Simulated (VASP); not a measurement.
# GaBiTe2Se (P-6m2) in VASP: notebook, part 2 of 2

VASP 6.6.1. The steps go on from the part before.

### Step 4. Single point, PBE

This run uses another cell than the first one, of 31.01 Å³/atom.

Contents of INCAR:

```
  PREC = Accurate
  ENCUT = 520
  EDIFF = 1E-6
  ISMEAR = 0
  SIGMA = 0.1
  LREAL = False
  LASPH = True
  NELM = 60
  ALGO = Normal
  ISIF = 2
  LWAVE = False
  LCHARG = False
  GGA = PE
  NBANDS = 31
```

Contents of KPOINTS:

```
Automatic mesh
0
Gamma
  6 6 4
```

Contents of POSCAR:

```
GaBiTe2Se
1.0
    5.3327854806      0.0000000000      0.0000000000
   -2.6663927403      4.6183276991      0.0000000000
    0.0000000000      0.0000000000      6.2955079161
Ga Bi Te Se
1 1 2 1
Direct
    0.3333333333      0.6666666667      0.5000000000
    0.6666666667      0.3333333333      0.0000000000
    0.6666666667      0.3333333333      0.5000000000
    0.3333333333      0.6666666667      0.0000000000
    0.0000000000      0.0000000000      0.5000000000
```

Potentials or basis: VASP PAW PBE potentials, release 64 (Ga_d, Bi_d, Te, Se).

Started as:

```console
> cat potpaw_PBE.64/Ga_d/POTCAR potpaw_PBE.64/Bi_d/POTCAR potpaw_PBE.64/Te/POTCAR potpaw_PBE.64/Se/POTCAR > POTCAR
> mpirun -np 1 vasp_std > vasp.out
```

OUTCAR:

```text
PREC = Accurate
   ENCUT = 520
   EDIFF = 1E-6
   ISMEAR = 0
   LREAL = False
   LASPH = True
   NELM = 60
   ISIF = 2
   GGA = PE

 ion  position               nearest neighbor table
   1  0.333  0.667  0.500-   3 3.08   3 3.08   3 3.08   4 3.15   4 3.15
   2  0.667  0.333  0.000-   4 3.08   4 3.08   4 3.08   3 3.15   3 3.15
   3  0.667  0.333  0.500-   1 3.08   5 3.08   1 3.08   5 3.08   5 3.08   1 3.08   2 3.15   2 3.15

   4  0.333  0.667  0.000-   2 3.08   2 3.08   2 3.08   1 3.15   1 3.15
   5  0.000  0.000  0.500-   3 3.08   3 3.08   3 3.08

  LATTYP: Found a hexagonal cell.
 ALAT       =     5.3327854806
 C/A-ratio  =     1.1805290010

  Lattice vectors:

 A1 = (   5.3327854806,   0.0000000000,   0.0000000000)
 A2 = (  -2.6663927403,   4.6183276991,   0.0000000000)
 A3 = (   0.0000000000,   0.0000000000,   6.2955079161)

Analysis of symmetry for initial positions (statically):
=====================================================================
 Subroutine PRICEL returns:
 Original cell was already a primitive cell.

 Routine SETGRP: Setting up the symmetry group for a
[... 172 lines left out ...]

 val. band max:        5.0699073270   @ k =   0.3333   0.3333   0.5000
 cond. band min:       5.0976627647   @ k =   0.5000  -0.0000   0.2500
 fundamental gap:      0.0277554377
 Fermi energy:         5.0857468215

 k-point     1 :       0.0000    0.0000    0.0000
  band No.  band energies     occupation
      1     -18.4105      2.00000
      2     -18.4105      2.00000
      3     -18.3317      2.00000
      4     -18.3317      2.00000
      5     -18.3307      2.00000
      6      -9.6089      2.00000
[... 703 lines left out ...]
     30       9.8340      0.00000
     31      10.0827      0.00000

------------------------ aborting loop because EDIFF is reached ----------------------------------------

  FORCE on cell =-STRESS in cart. coord.  units (eV):
  Direction    XX          YY          ZZ          XY          YZ          ZX
  --------------------------------------------------------------------------------------
  -------------------------------------------------------------------------------------
  Total        0.0596867      0.0596867      0.1906431     -0.0000000      0.0000000     -0.0000000
  in kB        0.6167635      0.6167635      1.9699809     -0.0000000      0.0000000     -0.0000000
  external PRESSURE =       1.0678359 kB  Pullay stress =       0.0000000 kB

 VOLUME and BASIS-vectors are now :
 -----------------------------------------------------------------------------
  energy-cutoff  :      520.00
  volume of cell :      155.05
      direct lattice vectors                 reciprocal lattice vectors
     5.332785481  0.000000000  0.000000000     0.187519262  0.108264297  0.000000000
    -2.666392740  4.618327699  0.000000000     0.000000000  0.216528593  0.000000000
     0.000000000  0.000000000  6.295507916     0.000000000  0.000000000  0.158843419

 POSITION                                       TOTAL-FORCE (eV/Angst)
 -----------------------------------------------------------------------------------
     -0.00000      3.07889      3.14775        -0.000000      0.000000      0.000000
      2.66639      1.53944      0.00000         0.000000     -0.000000      0.000000
      2.66639      1.53944      3.14775        -0.000000     -0.000000      0.000000
     -0.00000      3.07889      0.00000         0.000000     -0.000000      0.000000
      0.00000      0.00000      3.14775         0.000000     -0.000000      0.000000
 -----------------------------------------------------------------------------------
    total drift:                               -0.000000      0.000000     -0.000000

  FREE ENERGIE OF THE ION-ELECTRON SYSTEM (eV)
  ---------------------------------------------------
  free  energy   TOTEN  =       -16.3537743112 eV

  energy  without entropy=      -16.3288074493  energy(sigma->0) =      -16.34129088
```

stdout:

```text
POSCAR found type information on POSCAR GaBiTeSe
 POSCAR found :  4 types and       5 ions
 scaLAPACK will be used
 LDA part: xc-table for (Slater+PW92), standard interpolation
 POSCAR, INCAR and KPOINTS ok, starting setup
 FFT: planning ... GRIDC
 FFT: planning ... GRID_SOFT
 FFT: planning ... GRID
 WAVECAR not read
 entering main loop
```

It took 52 s on 1 thread of Intel Xeon 6975P-C (Granite Rapids), shared host; peak memory 0.33 GiB.

Results:

```yaml
Free_energy: -16.3538 eV
Pressure: 0.1 GPa
Band_gap_on_the_k_mesh: zero (bands 23 and 24 overlap by 0.93 eV)
```

Caveat: spin-orbit coupling is left out, which moves the levels of the heavy elements.

### Step 5. Relaxation of cell and atoms, PBE

Contents of INCAR:

```
SYSTEM = GaBiTe2Se
PREC = Accurate
ENCUT = 600
EDIFF = 1E-7
ISMEAR = 0
SIGMA = 0.1
LREAL = .FALSE.
LASPH = .TRUE.
NELM = 60
ALGO = Normal
ISIF = 3
LWAVE = .FALSE.
LCHARG = .FALSE.
GGA = PE
IBRION = 2
NSW = 90
EDIFFG = -0.04
```

Contents of KPOINTS:

```
regular mesh
0
G
  6 6 4
  0 0 0
```

POSCAR: that of step 4 with these lines changed.

```diff
@@ -2,5 +2,5 @@
 1.0
-    5.3327854806      0.0000000000      0.0000000000
-   -2.6663927403      4.6183276991      0.0000000000
-    0.0000000000      0.0000000000      6.2955079161
+    5.2672331109      0.0000000000      0.0000000000
+   -2.6336165554      4.5615576817      0.0000000000
+    0.0000000000      0.0000000000      6.5615877544
 Ga Bi Te Se
```

Started as:

```console
> cat potpaw_PBE.64/Ga_d/POTCAR potpaw_PBE.64/Bi_d/POTCAR potpaw_PBE.64/Te/POTCAR potpaw_PBE.64/Se/POTCAR > POTCAR
> mpirun -np 1 vasp_std > vasp.out
```

Wall time 3.9 min (1 thread of Intel Xeon 6975P-C (Granite Rapids), shared host); peak memory 0.4 GiB.

It converged, with:

```yaml
Free_energy: -16.3540 eV
Relaxed_volume: 31.05 Å³/atom
Relaxed_cell: a = 5.334 Å, b = 5.334 Å, c = 6.302 Å, α = 90.00°, β = 90.00°, γ = 120.00°
Space_group_after_relaxing_to_0.1_Å: P-6m2 (No. 187)
Energy_gained_by_relaxing: 13.9 meV/atom
Ionic_steps: 5
Pressure_after_relaxing: 0.1 GPa
Band_gap_on_the_k_mesh: zero (bands 23 and 24 overlap by 0.93 eV)
```

Stress tensor (GPa, compression positive):
```
0.03 0.00 0.00
0.00 0.03 0.00
0.00 0.00 0.12
```

Step by step:
| step | energy change (eV) | largest force (eV/Å) | pressure (GPa) | volume (Å³) |
| --- | --- | --- | --- | --- |
| 1 | 0.0000 | 0.0000 | 0.01 | 157.65 |
| 2 | -0.0611 | 0.0000 | -0.41 | 157.64 |
| 3 | -0.0664 | 0.0000 | -0.48 | 157.61 |
| 4 | -0.0665 | 0.0000 | -0.49 | 157.60 |
| 5 | -0.0695 | 0.0000 | 0.06 | 155.26 |

Final structure:
```
Ga Bi Te Se
1.0
     5.33382    0.00000    0.00000
    -2.66691    4.61922    0.00000
     0.00000    0.00000    6.30169
Ga Bi Te Se
1 1 2 1
Direct
  0.33333 0.66667 0.50000
  0.66667 0.33333 0.00000
  0.66667 0.33333 0.50000
  0.33333 0.66667 0.00000
  0.00000 0.00000 0.50000
```

Levels at points of the mesh, in eV from the Fermi level:
```csv
k point,band 19,band 20,band 21,band 22,band 23,band 24,band 25,band 26,band 27
"(0.00, 0.00, 0.00)",-3.32,-3.32,-1.98,-1.54,-1.54,-0.78,0.69,0.69,3.63
"(0.50, 0.00, 0.00)",-3.13,-2.63,-1.35,-0.44,-0.06,0.89,1.61,2.54,3.76
"(0.00, 0.00, 0.50)",-3.44,-2.69,-1.96,-1.96,-1.65,-0.31,0.37,0.37,1.44
"(0.50, 0.00, 0.50)",-1.76,-1.71,-0.76,-0.45,-0.25,0.52,0.92,1.45,1.99
```

Caveat: spin-orbit coupling is left out, which moves the levels of the heavy elements.

### Step 6. Summary

```csv
task,cell,k mesh,cutoff (eV),gap on the mesh (eV),pressure (GPa)
single point,"a = 5.267, b = 5.267, c = 6.562 Å, angles 90.0, 90.0, 120.0°, 5 atoms",6 × 6 × 2,520,none,0.0
single point,"a = 4.340, b = 4.340, c = 10.070 Å, angles 90.0, 90.0, 120.0°, 5 atoms",6 × 6 × 2,520,none,34.8
single point,"a = 5.333, b = 5.333, c = 6.296 Å, angles 90.0, 90.0, 120.0°, 5 atoms",6 × 6 × 4,520,none,0.1
relaxation of cell and atoms,"relaxed from a = 5.267, b = 5.267, c = 6.562 Å, angles 90.0, 90.0, 120.0°, 5 atoms",6 × 6 × 4,600,none,0.1
```

Alike in all rows: level PBE; potentials or basis VASP PAW PBE potentials, release 64 (Ga_d, Bi_d, Te, Se); no spin polarisation; smearing gaussian 0.1 eV.

Caveats: some runs use coarse meshes; spin-orbit coupling is left out, which moves the levels of the heavy elements; the cell stands under pressure (at least some runs); this functional lacks dispersion, which binds the layers, so the pressure and a relaxed spacing across them are unreliable (at least some runs).

Absolute energies hang on the potentials; compare differences alone.
